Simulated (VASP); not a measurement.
A run of VASP 6.6.1 is set up as follows.

Contents of POSCAR:

```
As
1.0
    1.7938705456      1.0356916448      5.1019315861
   -1.7938705456      1.0356916448      5.1019315861
    0.0000000000     -2.0713832824      5.1019315876
As
2
Direct
    0.7887235917      0.7887235917      0.7887235917
    0.2112764083      0.2112764083      0.2112764083
```

The input INCAR.step1:

```
SYSTEM = As
PREC = Accurate
ENCUT = 520
ISMEAR = 0
SIGMA = 0.05
LREAL = .FALSE.
LASPH = .TRUE.
NELM = 100
NBANDS = 12
GGA = PE
ALGO = Normal
EDIFF = 1E-4
LWAVE = .TRUE.
LCHARG = .FALSE.
```

File INCAR.step2:

```
SYSTEM = As
PREC = Accurate
ENCUT = 520
EDIFF = 1E-6
ISMEAR = 0
SIGMA = 0.05
LREAL = .FALSE.
LASPH = .TRUE.
NELM = 100
ALGO = Normal
ISIF = 2
LWAVE = .FALSE.
LCHARG = .TRUE.
METAGGA = R2SCAN
LMIXTAU = .TRUE.
LELF = .TRUE.
LVHAR = .TRUE.
NBANDS = 12
ISTART = 1
```

KPOINTS

```
regular mesh
0
G
  15 15 15
  0 0 0
```

Potentials or basis: VASP PAW PBE potentials, release 64 (As).

Launch:

```console
$ cat potpaw_PBE.64/As/POTCAR > POTCAR
$ cp INCAR.step1 INCAR
$ mpirun -np 1 vasp_std > vasp.out
$ cp INCAR.step2 INCAR
$ mpirun -np 1 vasp_std > vasp.out
```

(1) Predict the band gap on the k mesh.

(2) Estimate the pressure.

(3) Predict the largest force.

Answers

(1) 0.63 eV (least direct gap 1.31 eV).

(2) 0.1 GPa.

(3) 0.062 eV/Å.

Caveat: semilocal functionals underestimate gaps, and a narrow one can read as zero; the PAW data sets were made with another functional, which shifts forces and pressure a little.
